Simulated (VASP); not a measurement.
# GaN in VASP: single point with PBE

Aim: the single point of GaN with PBE.

All numbers are computed with VASP 6.6.1; they aren't measurements. Logs are shortened: lines on timing, memory, paths and dates and some standing lists are left out, and cuts for length are marked.

### Step 1. The cell of the first run

The cell holds a wire or tube with vacuum around it, 12 atoms: a = 13.800 Å, b = 13.000 Å, c = 5.565 Å, α = 90.00°, β = 90.00°, γ = 90.00°.

### Step 2. Single point, PBE, collinear spin, ferromagnetic start

File INCAR:

```
PREC = Accurate
ENCUT = 520
EDIFF = 1E-6
ISMEAR = 0
SIGMA = 0.05
LREAL = F
LASPH = T
NELM = 150
ALGO = Normal
ISIF = 2
LWAVE = F
LCHARG = T
ISPIN = 2
MAGMOM = 0.3 0.3 0.3 0.3 0.3 0.3 0.3 0.3 0.3 0.3 0.3 0.3
LORBIT = 11
GGA = PE
LVHAR = T
NBANDS = 70
KPAR = 2
NCORE = 2
```

File KPOINTS:

```
regular mesh
0
Gamma
  1 1 6
```

File POSCAR:

```
GaN
1.0
   13.8000000000      0.0000000000      0.0000000000
    0.0000000000     13.0000000000      0.0000000000
    0.0000000000      0.0000000000      5.5651988757
Ga N
6 6
Direct
    0.3467891769      0.3454752274      1.0550889527
    0.5549128530      0.4303756307      0.9846693047
    0.5212413001      0.6643135659      1.0550818936
    0.4144597456      0.3755972861      0.5086195527
    0.6318402978      0.3830337999      0.5599229340
    0.5301091414      0.5870263494      0.5085340220
    0.3037335715      0.3371380578      0.3523465176
    0.5386171864      0.4405043660      0.3470616070
    0.5067219283      0.7082403174      0.3522832652
    0.4368148129      0.3682095034      0.8335846830
    0.6674051036      0.3611372263      0.8593136447
    0.5473548826      0.5701423299      0.8334936228
```

Potentials or basis: VASP PAW PBE potentials, release 64 (Ga_d, N).

On the command line:

```
$ cat potpaw_PBE.64/Ga_d/POTCAR potpaw_PBE.64/N/POTCAR > POTCAR
$ mpirun -np 4 vasp_std > vasp.out
```

OUTCAR:

```text
PREC = Accurate
   ENCUT = 520
   EDIFF = 1E-6
   ISMEAR = 0
   LREAL = F
   LASPH = T
   NELM = 150
   ISIF = 2
   ISPIN = 2
   LORBIT = 11
   GGA = PE

 ion  position               nearest neighbor table
   1  0.347  0.345  0.055-   7 1.76  10 1.77   4 2.72
   2  0.555  0.430  0.985-  11 1.93  10 2.00  12 2.01   8 2.03   5 2.66
   3  0.521  0.664  0.055-   9 1.76  12 1.77   6 2.72
   4  0.414  0.376  0.509-   7 1.83  10 1.84   8 2.11   1 2.72
   5  0.632  0.383  0.560-  11 1.76   8 1.90   2 2.66
   6  0.530  0.587  0.509-   9 1.83  12 1.84   8 2.11   3 2.72
   7  0.304  0.337  0.352-   1 1.76   4 1.83
   8  0.539  0.441  0.347-   5 1.90   2 2.03   6 2.11   4 2.11
   9  0.507  0.708  0.352-   3 1.76   6 1.83
  10  0.437  0.368  0.834-   1 1.77   4 1.84   2 2.00
  11  0.667  0.361  0.859-   5 1.76   2 1.93
  12  0.547  0.570  0.833-   3 1.77   6 1.84   2 2.01

  LATTYP: Found a simple orthorhombic cell.
 ALAT       =     5.5651988757
 B/A-ratio  =     2.3359452717
 C/A-ratio  =     2.4796957500

  Lattice vectors:

 A1 = (   0.0000000000,   0.0000000000,  -5.5651988757)
 A2 = (   0.0000000000,  13.0000000000,   0.0000000000)
 A3 = (  13.8000000000,   0.0000000000,   0.0000000000)

Analysis of symmetry for initial positions (statically):
=====================================================================
 Subroutine PRICEL returns:
 Original cell was already a primitive cell.

 Routine SETGRP: Setting up the symmetry group for a
 simple orthorhombic supercell.

 Subroutine GETGRP returns: Found  1 space group operations
 (whereof  1 operations were pure point group operations)
 out of a pool of  8 trial point group operations.

The static configuration has the point symmetry C_1 .

Analysis of symmetry for dynamics (positions and initial velocities):
=====================================================================
 Subroutine PRICEL returns:
 Original cell was already a primitive cell.

 Routine SETGRP: Setting up the symmetry group for a
 simple orthorhombic supercell.

 Subroutine GETGRP returns: Found  1 space group operations
 (whereof  1 operations were pure point group operations)
 out of a pool of  8 trial point group operations.

The dynamic configuration has the point symmetry C_1 .

Analysis of structural, dynamic, and magnetic symmetry:
=====================================================================
 Subroutine PRICEL returns:
 Original cell was already a primitive cell.

 Routine SETGRP: Setting up the symmetry group for a
 simple orthorhombic supercell.

 Subroutine GETGRP returns: Found  1 space group operations
 (whereof  1 operations were pure point group operations)
 out of a pool of  8 trial point group operations.

The overall configuration has the point symmetry C_1 .

 Subroutine INISYM returns: Found  1 space group operations
 (whereof  1 operations are pure point group operations),
 and found     1 'primitive' translations

----------------------------------------------------------------------------------------

                                     Primitive cell

  volume of cell :     998.3967

  direct lattice vectors                    reciprocal lattice vectors
    13.800000000  0.000000000  0.000000000     0.072463768  0.000000000  0.000000000
     0.000000000 13.000000000  0.000000000     0.000000000  0.076923077  0.000000000
     0.000000000  0.000000000  5.565198876     0.000000000  0.000000000  0.179688098

  length of vectors
    13.800000000 13.000000000  5.565198876     0.072463768  0.076923077  0.179688098

  position of ions in fractional coordinates (direct lattice)
     0.346789177  0.345475227  0.055088953
     0.554912853  0.430375631  0.984669305
     0.521241300  0.664313566  0.055081894
     0.414459746  0.375597286  0.508619553
     0.631840298  0.383033800  0.559922934
     0.530109141  0.587026349  0.508534022
     0.303733571  0.337138058  0.352346518
     0.538617186  0.440504366  0.347061607
[... 65 lines left out ...]
   LNONCOLLINEAR =      F non collinear calculations
   LSORBIT =      F    spin-orbit coupling
   LASPH  =      T    aspherical Exc in radial PAW
   ENCUT  =  520.0 eV  38.22 Ry    6.18 a.u.  25.66 24.17 10.35*2*pi/ulx,y,z
   NELM   =    150;   NELMIN=  2; NELMDL= -5     # of ELM steps
   EDIFF  = 0.1E-05   stopping-criterion for ELM
   LREAL  =      F    real-space projection
   EDIFFG = 0.1E-04   stopping-criterion for IOM
   NSW    =      0    number of steps for IOM
   IBRION =     -1    ionic relax: 0-MD 1-quasi-New 2-CG
   NFREE  =      0    steps in history (QN), initial steepest desc. (CG)
   ISIF   =      2    stress and relaxation
   ISYM   =      2    0-nonsym 1-usesym 2-fastsym
   POTIM  = 0.5000    time-step for ionic-motion
   TEBEG  =    0.0;   TEEND  =   0.0 temperature during run
   PSTRESS=    0.0 pullay stress
   NELECT =     108.0000    total number of electrons
   NUPDOWN=      -1.0000    fix difference up-down
   EMIN   =  10.00;   EMAX   =-10.00  energy-range for DOS
   EFERMI =   0.00;   METHOD = LEGACY
   ISMEAR =     0;   SIGMA  =   0.05  broadening in eV -4-tet -1-fermi 0-gaus
   EFERMI_NEDOS =   21; number of points for ismear=-14 and -15
   IALGO  =     38    algorithm
   IMIX   =      4    mixing-type and parameters
     AMIX     =   0.40;   BMIX     =  1.00
     AMIX_MAG =   1.60;   BMIX_MAG =  1.00
  volume/ion in A,a.u.               =      83.20       561.46
  Fermi-wavevector in a.u.,A,eV,Ry     =   0.780037  1.474056  8.278564  0.608457
  Thomas-Fermi vector in A             =   1.883265
   LORBIT       =     11    0 simple, 1 ext, 2 COOP (PROOUT), +10 PAW based schemes
   GGA     = PE    functional components
   LHFCALC =     F    Hartree Fock is set to
   AEXX    =    0.0000 exact exchange contribution
   IVDW    =     0    specifies the selected vdW correction
   LEPSILON=     F    determine dielectric tensor
   LRPA    =     F    only Hartree local field effects (RPA)
 spin polarized calculation
 Gauss-broadening in eV      SIGMA  =   0.05
  energy-cutoff  :      520.00
  volume of cell :      998.40
 maximum number of plane-waves:     26937
 NGX is ok and might be reduce to   108
   NGX = 51   NGY = 49   NGZ = 21

 number of electron     107.9999983 magnetization       0.0000910

 number of electron     107.9999983 magnetization      -0.0000642

 Free energy of the ion-electron system (eV)
  ---------------------------------------------------
  ext. energy  EPLUGINS =         0.00000000
  ---------------------------------------------------
  free energy    TOTEN  =       -60.70418720 eV

  energy without entropy =      -60.70418720  energy(sigma->0) =      -60.70418720

 E-fermi :  -3.6660     XC(G=0):  -2.7101

 val. band max:       -3.9367743807   @ k =   0.0000   0.0000   0.0000
 cond. band min:      -2.9573448924   @ k =   0.0000   0.0000   0.0000
 fundamental gap:      0.9794294883
 Fermi energy:        -3.6660219766

 spin component 1

 k-point     1 :       0.0000    0.0000    0.0000
  band No.  band energies     occupation
      1     -20.1595      1.00000
      2     -20.0300      1.00000
      3     -19.8078      1.00000
      4     -19.1452      1.00000
      5     -19.0612      1.00000
      6     -19.0558      1.00000
[... 265 lines left out ...]
     65       0.6610      0.00000
     66       0.9509      0.00000
 Fermi energy:        -3.6660219766

 spin component 2

 k-point     1 :       0.0000    0.0000    0.0000
  band No.  band energies     occupation
      1     -20.1595      1.00000
      2     -20.0300      1.00000
      3     -19.8078      1.00000
      4     -19.1452      1.00000
      5     -19.0612      1.00000
      6     -19.0558      1.00000
[... 265 lines left out ...]
     65       0.6609      0.00000
     66       0.9508      0.00000
 [bands above 66 left out]

------------------------ aborting loop because EDIFF is reached ----------------------------------------

  FORCE on cell =-STRESS in cart. coord.  units (eV):
  Direction    XX          YY          ZZ          XY          YZ          ZX
  --------------------------------------------------------------------------------------
  -------------------------------------------------------------------------------------
  Total       -0.0247284     -0.0357991     -0.3385272     -0.0025505     -0.0155748      0.0280571
  in kB       -0.0396829     -0.0574486     -0.5432517     -0.0040929     -0.0249937      0.0450247
  external PRESSURE =      -0.2134610 kB  Pullay stress =       0.0000000 kB

 VOLUME and BASIS-vectors are now :
 -----------------------------------------------------------------------------
  energy-cutoff  :      520.00
  volume of cell :      998.40
      direct lattice vectors                 reciprocal lattice vectors
    13.800000000  0.000000000  0.000000000     0.072463768  0.000000000  0.000000000
     0.000000000 13.000000000  0.000000000     0.000000000  0.076923077  0.000000000
     0.000000000  0.000000000  5.565198876     0.000000000  0.000000000  0.179688098

 POSITION                                       TOTAL-FORCE (eV/Angst)
 -----------------------------------------------------------------------------------
      4.78569      4.49118      0.30658         0.001792     -0.001500      0.001897
      7.65780      5.59488      5.47988        -0.001931      0.001842     -0.018277
      7.19313      8.63608      0.30654         0.001507     -0.000455      0.001406
      5.71954      4.88276      2.83057        -0.035351     -0.019148      0.021535
      8.71940      4.97944      3.11608         0.030947     -0.017734      0.063394
      7.31551      7.63134      2.83009        -0.001396      0.040033      0.021036
      4.19152      4.38279      1.96088         0.033564      0.009362     -0.025473
      7.43292      5.72656      1.93147         0.006815     -0.003624     -0.006504
      6.99276      9.20712      1.96053         0.008387     -0.033924     -0.025323
      6.02804      4.78672      4.63906        -0.039719     -0.006904      0.007683
      9.21019      4.69478      4.78225         0.008916     -0.005761     -0.049227
      7.55350      7.41185      4.63856        -0.013531      0.037813      0.007853
 -----------------------------------------------------------------------------------
    total drift:                                0.000336      0.000634     -0.001524

  FREE ENERGIE OF THE ION-ELECTRON SYSTEM (eV)
  ---------------------------------------------------
  free  energy   TOTEN  =       -60.7041872036 eV

  energy  without entropy=      -60.7041872036  energy(sigma->0) =      -60.70418720

 total charge

# of ion       s       p       d       tot
------------------------------------------
    1        0.957   0.837  10.087  11.882
    2        0.781   0.798  10.141  11.720
    3        0.957   0.838  10.087  11.883
    4        0.853   0.834  10.123  11.811
    5        0.961   0.759  10.064  11.784
    6        0.853   0.834  10.123  11.810
    7        1.295   2.317   0.000   3.611
    8        1.248   2.394   0.000   3.641
    9        1.294   2.317   0.000   3.611
   10        1.242   2.477   0.000   3.720
   11        1.295   2.287   0.000   3.583
   12        1.242   2.477   0.000   3.719
--------------------------------------------------
tot         12.980  19.170  60.625  92.775

 magnetization (x)

# of ion       s       p       d       tot
------------------------------------------
    1        0.000  -0.000   0.000   0.000
    2        0.000   0.000   0.000   0.000
    3        0.000  -0.000   0.000  -0.000
    4        0.000  -0.000   0.000   0.000
    5       -0.000  -0.000   0.000   0.000
    6        0.000   0.000   0.000   0.000
    7       -0.000   0.000   0.000   0.000
    8       -0.000  -0.000   0.000  -0.000
    9        0.000   0.000   0.000   0.000
   10        0.000  -0.000   0.000  -0.000
   11        0.000   0.000   0.000   0.000
   12       -0.000  -0.000   0.000  -0.000
--------------------------------------------------
tot          0.000   0.000   0.000   0.000
```

Wall time 11 min (4 MPI ranks of Oxide Virtual Turin-like, shared host); peak memory 0.79 GiB.

Results:

| Quantity | Value |
| --- | --- |
| Free energy | -60.7042 eV |
| Largest force | 0.073 eV/Å |
| Band gap on the k mesh | 0.98 eV |
| Net moment | 0.00 μB per cell |
| Valence electrons inside the program's atomic spheres | Ga 11.88, 11.72, 11.81, 11.78 (each value once); N 3.61, 3.64, 3.72, 3.58 (each value once) |

Forces on the atoms (eV/Å):
```
Ga   0.002 -0.002  0.002
Ga  -0.002  0.002 -0.018
Ga   0.002  0.000  0.001
Ga  -0.035 -0.019  0.022
Ga   0.031 -0.018  0.063
Ga  -0.001  0.040  0.021
N    0.034  0.009 -0.025
N    0.007 -0.004 -0.007
N    0.008 -0.034 -0.025
N   -0.040 -0.007  0.008
N    0.009 -0.006 -0.049
N   -0.014  0.038  0.008
```

Levels at points of the mesh, in eV from the valence-band top:
Spin up:
| k point | band 52 | band 53 | band 54 | band 55 | band 56 | band 57 |
| --- | --- | --- | --- | --- | --- | --- |
| (0.00, 0.00, 0.00) | -0.49 | -0.37 | 0.00 | 0.98 | 2.06 | 2.28 |
| (0.00, 0.00, 0.50) | -0.92 | -0.78 | -0.04 | 2.01 | 2.46 | 2.79 |
Spin down:
```
           k point  band 50  band 51  band 52  band 53  band 54  band 55  band 56  band 57  band 58  band 59
(0.00, 0.00, 0.00)    -1.28    -1.01    -0.49    -0.37     0.00     0.98     2.06     2.28     3.26     3.53
(0.00, 0.00, 0.50)    -1.21    -1.03    -0.92    -0.78    -0.04     2.01     2.46     2.79     3.35     3.46
```
